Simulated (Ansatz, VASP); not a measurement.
**Two plane-wave programs on BaZrO3**

INCAR

```
ALGO = Normal ; EDIFF = 1E-6
ENCUT = 520 ; GGA = PE
ISIF = 2 ; ISMEAR = 0
LASPH = T ; LCHARG = F
LREAL = F ; LWAVE = F
NBANDS = 51 ; NELM = 100
PREC = Accurate ; SIGMA = 0.1
```

File KPOINTS:

```
k-points
0
Gamma
  4 4 4
```

Contents of POSCAR:

```
BaZrO3
1.0
   -2.9769651900      2.9769651900      4.2139425300
    2.9769651900     -2.9769651900      4.2139425300
    2.9769651900      2.9769651900     -4.2139425300
Ba Zr O
2 2 6
Direct
    0.7500000000      0.2500000000      0.5000000000
    0.2500000000      0.7500000000      0.5000000000
    0.0000000000      0.0000000000      0.0000000000
    0.5000000000      0.5000000000      0.0000000000
    0.7500000000      0.7500000000      0.0000000000
    0.2500000000      0.2500000000      0.0000000000
    0.2393670700      0.7393670700      0.9787341400
    0.7606329300      0.2606329300      0.0212658600
    0.7393670700      0.7606329300      0.5000000000
    0.2606329300      0.2393670700      0.5000000000
```

Input for Ansatz:

```yaml
crystal:
  lattice:
    - [-2.97696519, 2.97696519, 4.21394253]
    - [2.97696519, -2.97696519, 4.21394253]
    - [2.97696519, 2.97696519, -4.21394253]
  atoms:
    - { symbol: Ba, position: [0.75, 0.25, 0.5] }
    - { symbol: Ba, position: [0.25, 0.75, 0.5] }
    - { symbol: Zr, position: [0.0, 0.0, 0.0] }
    - { symbol: Zr, position: [0.5, 0.5, 0.0] }
    - { symbol: O, position: [0.75, 0.75, 0.0] }
    - { symbol: O, position: [0.25, 0.25, 0.0] }
    - { symbol: O, position: [0.23936707, 0.73936707, 0.97873414] }
    - { symbol: O, position: [0.76063293, 0.26063293, 0.02126586] }
    - { symbol: O, position: [0.73936707, 0.76063293, 0.5] }
    - { symbol: O, position: [0.26063293, 0.23936707, 0.5] }
basis:
  ecutwfc: 420
kpoints:
  mp_grid: { grid: [4, 4, 4] }
hamiltonian:
  xc: pbe
scf:
  occupations: { method: gaussian, width: 0.1 }
  lower_state_search: "off"
output:
  forces: true
  stress: true
  eigenvalues: true
```

Alike in both runs: task single point; functional PBE; k mesh 4 × 4 × 4; occupations gaussian, width 0.1 eV; no spin polarisation.

|  | VASP | Ansatz |
| --- | --- | --- |
| version | VASP 6.6.1 | Ansatz 0.2.0 |
| potentials or method | VASP PAW PBE potentials, release 64 (Ba_sv, Zr_sv, O), cutoff 520 eV | scalar-relativistic, plane waves, PAW |
| valence electrons in the cell | 80 | 80 |

VASP gave:

- gap on the k mesh at the Fermi level (eV): 3.18
- least direct gap on the mesh (eV): 3.18
- pressure (GPa): 2.6
- rms of the force components (eV/Å): 0.000

Estimate Ansatz's values.

gap on the k mesh at the Fermi level (eV): 3.22; least direct gap on the mesh (eV): 3.22; pressure (GPa): 1.6; rms of the force components (eV/Å): 0.005.

Atom by atom the forces differ by 0.005 eV/Å (rms over components). The functional is the same, so the differences come from potentials, cutoffs and numerics.

Neither program's run includes spin-orbit coupling.
